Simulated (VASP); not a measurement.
# Au (Fm-3m) in VASP: a series of runs

Runs on Au. Level: PBE. Tasks: single point, relaxation of cell and atoms.

Everything below comes from runs of VASP 6.6.1. Logs are shortened: lines on timing, memory, paths and dates and some standing lists are left out, and cuts for length are marked.

### Step 1. The cell of the first run

Symmetry: Fm-3m, No. 225, cubic system. The conventional cell has a = 4.117 Å, b = 4.117 Å, c = 4.117 Å, α = 90.00°, β = 90.00°, γ = 90.00°. Within 3.8 Å of Au (site symmetry m-3m) lie 12 Au at 2.91 Å.

### Step 2. Single point, PBE

Contents of INCAR:

```
SYSTEM = Au
PREC = Accurate
ENCUT = 520
EDIFF = 1E-6
ISMEAR = 0
SIGMA = 0.1
LREAL = .FALSE.
LASPH = .TRUE.
NELM = 100
ALGO = Normal
ISIF = 2
LWAVE = .FALSE.
LCHARG = .FALSE.
GGA = PE
NBANDS = 12
```

Contents of KPOINTS:

```
regular mesh
0
G
  8 8 8
  0 0 0
```

Contents of POSCAR:

```
Au
1.0
    0.0000000000      2.0585000000      2.0585000000
    2.0585000000      0.0000000000      2.0585000000
    2.0585000000      2.0585000000      0.0000000000
Au
1
Direct
    0.0000000000      0.0000000000      0.0000000000
```

Potentials or basis: VASP PAW PBE potentials, release 64 (Au).

Command:

```console
cat potpaw_PBE.64/Au/POTCAR > POTCAR
mpirun -np 1 vasp_std > vasp.out
```

OUTCAR:

```text
SYSTEM = Au
   PREC = Accurate
   ENCUT = 520
   EDIFF = 1E-6
   ISMEAR = 0
   LREAL = .FALSE.
   LASPH = .TRUE.
   NELM = 100
   ISIF = 2
   GGA = PE

 ion  position               nearest neighbor table
   1  0.000  0.000  0.000-

  LATTYP: Found a face centered cubic cell.
 ALAT       =     4.1170000000

  Lattice vectors:

 A1 = (   0.0000000000,   2.0585000000,   2.0585000000)
 A2 = (   2.0585000000,   0.0000000000,   2.0585000000)
 A3 = (   2.0585000000,   2.0585000000,   0.0000000000)

Analysis of symmetry for initial positions (statically):
=====================================================================
 Subroutine PRICEL returns:
 Original cell was already a primitive cell.

 Routine SETGRP: Setting up the symmetry group for a
 face centered cubic supercell.

 Subroutine GETGRP returns: Found 48 space group operations
[... 9 lines left out ...]

 Routine SETGRP: Setting up the symmetry group for a
 face centered cubic supercell.

 Subroutine GETGRP returns: Found 48 space group operations
[... 11 lines left out ...]
                                     Primitive cell

  volume of cell :      17.4455

  direct lattice vectors                    reciprocal lattice vectors
     0.000000000  2.058500000  2.058500000    -0.242895312  0.242895312  0.242895312
     2.058500000  0.000000000  2.058500000     0.242895312 -0.242895312  0.242895312
     2.058500000  2.058500000  0.000000000     0.242895312  0.242895312 -0.242895312

  length of vectors
     2.911158618  2.911158618  2.911158618     0.420707022  0.420707022  0.420707022

  position of ions in fractional coordinates (direct lattice)
     0.000000000  0.000000000  0.000000000

  ion indices of the primitive-cell ions
   primitive index   ion index
                 1           1

----------------------------------------------------------------------------------------

 KPOINTS: regular mesh

Automatic generation of k-mesh.
 Grid dimensions read from file:
 generate k-points for:    8    8    8

 Generating k-lattice:

  Cartesian coordinates                     Fractional coordinates (reciprocal lattice)
    -0.030361914  0.030361914  0.030361914     0.125000000  0.000000000  0.000000000
     0.030361914 -0.030361914  0.030361914     0.000000000  0.125000000  0.000000000
     0.030361914  0.030361914 -0.030361914     0.000000000  0.000000000  0.125000000

  Length of vectors
     0.052588378  0.052588378  0.052588378

  Shift w.r.t. Gamma in fractional coordinates (k-lattice)
     0.000000000  0.000000000  0.000000000

 Subroutine IBZKPT returns following result:
 ===========================================

 Found     29 irreducible k-points:

 Following reciprocal coordinates:
            Coordinates               Weight
  0.000000  0.000000  0.000000      1.000000
  0.125000  0.000000  0.000000      8.000000
  0.250000  0.000000  0.000000      8.000000
  0.375000  0.000000  0.000000      8.000000
  0.500000  0.000000  0.000000      4.000000
  0.125000  0.125000  0.000000      6.000000
[... 16 lines left out ...]
  0.500000  0.250000  0.125000     48.000000
 -0.375000  0.250000  0.125000     24.000000
 [... further k-points ...]
   k-points           NKPTS =     29   k-points in BZ     NKDIM =     29   number of bands    NBANDS=     12
   number of dos      NEDOS =    301   number of ions     NIONS =      1
   total plane-waves  NPLWV =  13824
   dimension x,y,z NGX =    24 NGY =   24 NGZ =   24
   dimension x,y,z NGXF=    48 NGYF=   48 NGZF=   48
   ions per type =               1
   NGX,Y,Z   is equivalent  to a cutoff of  13.71, 13.71, 13.71 a.u.
   NGXF,Y,Z  is equivalent  to a cutoff of  27.41, 27.41, 27.41 a.u.
 SYSTEM =  Au
   PREC   = accura    normal or accurate (medium, high low for compatibility)
   ISTART =      0    job   : 0-new  1-cont  2-samecut
   ICHARG =      2    charge: 1-file 2-atom 10-const
   ISPIN  =      1    spin polarized calculation?
   LNONCOLLINEAR =      F non collinear calculations
   LSORBIT =      F    spin-orbit coupling
   LASPH  =      T    aspherical Exc in radial PAW
   ENCUT  =  520.0 eV  38.22 Ry    6.18 a.u.   5.41  5.41  5.41*2*pi/ulx,y,z
   NELM   =    100;   NELMIN=  2; NELMDL= -5     # of ELM steps
   EDIFF  = 0.1E-05   stopping-criterion for ELM
   LREAL  =      F    real-space projection
   EDIFFG = 0.1E-04   stopping-criterion for IOM
   NSW    =      0    number of steps for IOM
   IBRION =     -1    ionic relax: 0-MD 1-quasi-New 2-CG
   NFREE  =      0    steps in history (QN), initial steepest desc. (CG)
   ISIF   =      2    stress and relaxation
   ISYM   =      2    0-nonsym 1-usesym 2-fastsym
   POTIM  = 0.5000    time-step for ionic-motion
   TEBEG  =    0.0;   TEEND  =   0.0 temperature during run
   PSTRESS=    0.0 pullay stress
   NELECT =      11.0000    total number of electrons
   NUPDOWN=      -1.0000    fix difference up-down
   EMIN   =  10.00;   EMAX   =-10.00  energy-range for DOS
   EFERMI =   0.00;   METHOD = LEGACY
   ISMEAR =     0;   SIGMA  =   0.10  broadening in eV -4-tet -1-fermi 0-gaus
   EFERMI_NEDOS =   21; number of points for ismear=-14 and -15
   IALGO  =     38    algorithm
   IMIX   =      4    mixing-type and parameters
     AMIX     =   0.40;   BMIX     =  1.00
     AMIX_MAG =   1.60;   BMIX_MAG =  1.00
  volume/ion in A,a.u.               =      17.45       117.73
  Fermi-wavevector in a.u.,A,eV,Ry     =   1.403820  2.652836 26.813157  1.970711
  Thomas-Fermi vector in A             =   2.526444
   LORBIT       =      0    0 simple, 1 ext, 2 COOP (PROOUT), +10 PAW based schemes
   GGA     = PE    functional components
   LHFCALC =     F    Hartree Fock is set to
   AEXX    =    0.0000 exact exchange contribution
   IVDW    =     0    specifies the selected vdW correction
   LEPSILON=     F    determine dielectric tensor
   LRPA    =     F    only Hartree local field effects (RPA)
 non-spin polarized calculation
 Gauss-broadening in eV      SIGMA  =   0.10
  energy-cutoff  :      520.00
  volume of cell :       17.45
 maximum number of plane-waves:       489
 NGX is ok and might be reduce to    24
   NGX = 11   NGY = 11   NGZ = 11

 number of electron      11.0000001 magnetization

 Free energy of the ion-electron system (eV)
  ---------------------------------------------------
  ext. energy  EPLUGINS =         0.00000000
  ---------------------------------------------------
  free energy    TOTEN  =        -3.17864298 eV

  energy without entropy =       -3.17553523  energy(sigma->0) =       -3.17708910

 E-fermi :   9.0152     XC(G=0): -12.5752

 val. band max:        8.9409833352   @ k =   0.5000   0.2500   0.1250
 cond. band min:       9.2134737213   @ k =   0.5000   0.3750   0.1250
 fundamental gap:      0.2724903861
 Fermi energy:         9.0152010515

 k-point     1 :       0.0000    0.0000    0.0000
  band No.  band energies     occupation
      1      -0.5207      2.00000
      2       4.5276      2.00000
      3       4.5276      2.00000
      4       4.5276      2.00000
      5       5.9820      2.00000
      6       5.9820      2.00000
      7      23.6411      0.00000
      8      27.5065      0.00000
      9      27.5065      0.00000
     10      27.5065      0.00000
     11      32.3342      0.00000
     12      36.7246      0.00000

 k-point     2 :       0.1250    0.0000    0.0000
  band No.  band energies     occupation
      1      -0.0001      2.00000
      2       4.3829      2.00000
      3       4.6858      2.00000
      4       4.6858      2.00000
      5       5.9268      2.00000
      6       5.9268      2.00000
      7      24.0263      0.00000
      8      24.9791      0.00000
      9      28.0815      0.00000
     10      28.0815      0.00000
     11      32.2344      0.00000
     12      34.4421      0.00000

 k-point     3 :       0.2500    0.0000    0.0000
  band No.  band energies     occupation
      1       1.2466      2.00000
      2       4.4074      2.00000
      3       4.7966      2.00000
      4       4.7966      2.00000
      5       6.1424      2.00000
      6       6.1424      2.00000
      7      20.1109      0.00000
      8      24.6598      0.00000
      9      28.7706      0.00000
     10      28.7706      0.00000
     11      30.6580      0.00000
     12      31.9205      0.00000

 k-point     4 :       0.3750    0.0000    0.0000
  band No.  band energies     occupation
      1       1.9458      2.00000
      2       4.6031      2.00000
      3       4.6031      2.00000
      4       6.0341      2.00000
      5       6.7900      2.00000
      6       6.7900      2.00000
      7      15.2395      0.00000
      8      23.5920      0.00000
      9      27.0273      0.00000
     10      27.0273      0.00000
     11      32.8369      0.00000
     12      32.8370      0.00000

 k-point     5 :       0.5000    0.0000    0.0000
  band No.  band energies     occupation
      1       1.9913      2.00000
      2       4.4929      2.00000
      3       4.4929      2.00000
      4       7.1345      2.00000
      5       7.1345      2.00000
      6       8.2411      2.00000
      7      12.0398      0.00000
      8      23.0864      0.00000
      9      26.0464      0.00000
     10      26.0464      0.00000
     11      33.6663      0.00000
     12      33.6663      0.00000

 k-point     6 :       0.1250    0.1250    0.0000
  band No.  band energies     occupation
      1       0.1773      2.00000
      2       4.1883      2.00000
      3       4.8398      2.00000
      4       4.8398      2.00000
      5       5.6282      2.00000
      6       6.1326      2.00000
      7      24.4443      0.00000
      8      25.9795      0.00000
      9      26.7799      0.00000
     10      26.7799      0.00000
     11      32.9562      0.00000
     12      33.8517      0.00000

 k-point     7 :       0.2500    0.1250    0.0000
  band No.  band energies     occupation
      1       1.2375      2.00000
      2       3.9291      2.00000
      3       4.9039      2.00000
      4       5.0971      2.00000
      5       5.7652      2.00000
      6       6.3705      2.00000
      7      22.0236      0.00000
      8      25.1423      0.00000
      9      25.9096      0.00000
     10      27.7859      0.00000
     11      29.9861      0.00000
     12      33.1777      0.00000

 k-point     8 :       0.3750    0.1250    0.0000
  band No.  band energies     occupation
      1       2.2309      2.00000
      2       4.4430      2.00000
      3       4.5171      2.00000
      4       4.9965      2.00000
      5       6.9112      2.00000
      6       7.0795      2.00000
      7      17.0401      0.00000
      8      24.2056      0.00000
      9      25.0123      0.00000
     10      26.4869      0.00000
     11      32.5566      0.00000
     12      33.2377      0.00000
[... 166 lines left out ...]
 k-point    20 :      -0.3750    0.3750    0.0000
  band No.  band energies     occupation
      1       2.8303      2.00000
      2       3.4345      2.00000
      3       5.3605      2.00000
      4       6.2608      2.00000
      5       7.0149      2.00000
      6      12.8644      0.00000
      7      13.7040      0.00000
      8      16.3909      0.00000
      9      21.5517      0.00000
     10      26.4551      0.00000
     11      32.6454      0.00000
     12      35.0167      0.00000

 k-point    21 :       0.5000    0.5000    0.0000
  band No.  band energies     occupation
      1       2.2438      2.00000
      2       2.5470      2.00000
      3       7.0908      2.00000
      4       7.4434      2.00000
      5       7.4434      2.00000
      6      10.1773      0.00000
      7      14.6787      0.00000
      8      19.0327      0.00000
      9      19.0327      0.00000
     10      26.0466      0.00000
     11      28.5872      0.00000
     12      36.3932      0.00000

 k-point    22 :       0.3750    0.2500    0.1250
  band No.  band energies     occupation
      1       2.3399      2.00000
      2       3.6519      2.00000
      3       4.5693      2.00000
      4       5.7118      2.00000
      5       5.8040      2.00000
      6       7.2256      2.00000
      7      20.2505      0.00000
      8      21.9629      0.00000
      9      25.1515      0.00000
     10      27.9383      0.00000
     11      29.6550      0.00000
     12      32.9856      0.00000

 k-point    23 :       0.5000    0.2500    0.1250
  band No.  band energies     occupation
      1       2.9798      2.00000
      2       4.0662      2.00000
      3       4.2571      2.00000
      4       5.5292      2.00000
      5       6.6661      2.00000
      6       8.9410      1.70610
      7      15.9854      0.00000
      8      20.8626      0.00000
      9      23.2612      0.00000
     10      27.4356      0.00000
     11      31.3434      0.00000
     12      34.9091      0.00000

 k-point    24 :      -0.3750    0.2500    0.1250
  band No.  band energies     occupation
      1       2.9801      2.00000
      2       3.8894      2.00000
      3       4.9611      2.00000
      4       5.3309      2.00000
      5       7.0024      2.00000
      6      11.7198      0.00000
      7      12.0546      0.00000
      8      21.0917      0.00000
      9      22.0817      0.00000
     10      26.6431      0.00000
     11      32.7083      0.00000
     12      35.7256      0.00000

 [... further k-points ...]
[... 5 lines left out ...]
  --------------------------------------------------------------------------------------
  -------------------------------------------------------------------------------------
  Total        0.5548659      0.5548659      0.5548659      0.0000000      0.0000000     -0.0000000
  in kB       50.9584256     50.9584256     50.9584256      0.0000000      0.0000000     -0.0000000
  external PRESSURE =      50.9584256 kB  Pullay stress =       0.0000000 kB

 VOLUME and BASIS-vectors are now :
 -----------------------------------------------------------------------------
  energy-cutoff  :      520.00
  volume of cell :       17.45
      direct lattice vectors                 reciprocal lattice vectors
     0.000000000  2.058500000  2.058500000    -0.242895312  0.242895312  0.242895312
     2.058500000  0.000000000  2.058500000     0.242895312 -0.242895312  0.242895312
     2.058500000  2.058500000  0.000000000     0.242895312  0.242895312 -0.242895312

 POSITION                                       TOTAL-FORCE (eV/Angst)
 -----------------------------------------------------------------------------------
      0.00000      0.00000      0.00000         0.000000      0.000000      0.000000
 -----------------------------------------------------------------------------------
    total drift:                                0.000000      0.000000     -0.000000

  FREE ENERGIE OF THE ION-ELECTRON SYSTEM (eV)
  ---------------------------------------------------
  free  energy   TOTEN  =        -3.1786429787 eV

  energy  without entropy=       -3.1755352253  energy(sigma->0) =       -3.17708910
```

Wall time 5.1 s (1 thread of Intel Xeon Platinum 8488C (Sapphire Rapids), shared host); peak memory 0.14 GiB.

What came out:

```
Free energy : -3.1786 eV
Pressure    : 5.1 GPa
```

Caveat: spin-orbit coupling is left out, which moves the levels of the heavy elements.

(Continued in part 2 of 2.)
